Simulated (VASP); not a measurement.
A run of VASP 6.6.1:

INCAR

```
SYSTEM = Sb
PREC = Accurate ; ENCUT = 520
EDIFF = 1E-7 ; ISMEAR = 0
SIGMA = 0.05 ; LREAL = .False.
LASPH = .True. ; NELM = 80
ALGO = Normal ; ISIF = 2
LWAVE = .False. ; LCHARG = .False.
LDIPOL = .True. ; IDIPOL = 3
DIPOL = 0.5 0.5 0.387 ; GGA = PE
IVDW = 12 ; IBRION = 2
NSW = 40 ; EDIFFG = -0.003
```

Contents of KPOINTS:

```
regular mesh
0
Gamma
  9 9 1
  0 0 0
```

The input POSCAR:

```
Sb
1.0
    4.0686848921      0.0000000000      0.0000000000
   -2.0343424461      3.5235844766      0.0000000000
    0.0000000000      0.0000000000     20.8000277116
Sb
4
Selective dynamics
Direct
    0.3333333333      0.6666666667      0.2957330361  F F T
    0.6666666667      0.3333333333      0.2163458656  F F F
    0.7777777778      0.5555555556      0.5569852169  F F T
    0.4444444444      0.8888888889      0.4776047226  F F T
```

Potentials or basis: VASP PAW PBE potentials, release 64 (Sb).

The run is started by

```bash
$ cat potpaw_PBE.64/Sb/POTCAR > POTCAR
$ mpirun -np 1 vasp_std > vasp.out
```

Hardware: 1 thread of Oxide Virtual Turin-like Processor (shared host).

How long does it take, and how much memory?

Wall time 16 min on 1 thread of Oxide Virtual Turin-like Processor, on a shared host, peak memory 0.4 GiB. Counts: scf iterations 107, k points 25, ion steps 13.
